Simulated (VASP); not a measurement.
# MgO: single point with PBE

The system is MgO.

```
Mg O
1.0
     3.45090    0.00000    0.00000
    -1.72545    2.98857    0.00000
     0.00000    0.00000    4.11220
Mg O
2 2
Direct
  0.66667 0.33333 0.75000
  0.33333 0.66667 0.25000
  0.66667 0.33333 0.25000
  0.33333 0.66667 0.75000
```

```json
{"Program": "VASP 6.6.1", "Task": "single point", "Functional": "PBE", "Potentials or basis": "VASP PAW PBE potentials, release 64 (Mg, O)", "Cutoff": "520 eV", "k mesh": "9 × 9 × 6", "Occupations": "gaussian, width 0.05 eV", "Spin": "no spin polarisation", "Dipole correction": "no", "Further INCAR settings": "ALGO = Normal; EDIFF = 1e-06; NBANDS = 16"}
```

| Property | Result |
| --- | --- |
| Pressure | 9.7 GPa |
| Band gap on the k mesh | 3.63 eV, direct |

Stress tensor (GPa, compression positive):
```
 8.75  0.00  0.00
 0.00  8.75  0.00
 0.00  0.00 11.47
```

Levels at points of the mesh, in eV from the valence-band top:
| k point | band 5 | band 6 | band 7 | band 8 | band 9 | band 10 | band 11 | band 12 |
| --- | --- | --- | --- | --- | --- | --- | --- | --- |
| (0.00, 0.00, 0.00) | -1.81 | -0.84 | -0.84 | 0.00 | 3.63 | 9.82 | 12.62 | 12.76 |
| (0.00, 0.00, 0.50) | -1.35 | -1.35 | -1.35 | -1.35 | 6.68 | 6.68 | 13.12 | 13.12 |

Wall time 24 s on 1 thread of Intel(R) Xeon(R) Platinum 8259CL CPU @ 2.50GHz (Skylake/Cascade Lake), with other jobs on the host, peak memory 0.18 GiB.
